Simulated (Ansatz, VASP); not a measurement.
**CdAu2S2: VASP beside Ansatz**

```xyz
5
Lattice="5.2906 0.0000 0.0000 0.0000 5.2906 0.0000 0.0000 0.0000 4.6555" Properties=species:S:1:pos:R:3 pbc="T T T"
Cd    0.0000    0.0000    2.3278
S     0.0000    2.6453    2.3278
S     2.6453    0.0000    2.3278
Au    0.0000    2.6453    0.0000
Au    2.6453    0.0000    0.0000
```

Alike in both runs: functional PBE; k mesh 4 × 4 × 4; occupations gaussian, width 0.1 eV; no spin polarisation.

Ansatz relaxed the structure, and its values are those at the end. VASP's run is a single point on that final structure, the one shown.

|  | VASP | Ansatz |
| --- | --- | --- |
| version | VASP 6.6.1 | Ansatz 0.2.0 |
| potentials or method | VASP PAW PBE potentials, release 64 (Cd, S, Au), cutoff 520 eV | scalar-relativistic, plane waves, PAW |
| valence electrons in the cell | 46 | 70 |

|  | VASP | Ansatz | Ansatz less VASP |
| --- | --- | --- | --- |
| gap on the k mesh at the Fermi level (eV) | none | none | - |
| pressure (GPa) | 0.0 | 0.0 | -0.02 |

A gap of «none» marks a metal or a gap that the smearing closes. With one functional, cell and mesh, what is left measures potentials, basis and numerics. VASP's potentials hold 46 valence electrons a cell and Ansatz's 70, so a difference there can come from the potentials and not from the codes.

Spin-orbit coupling is off throughout.
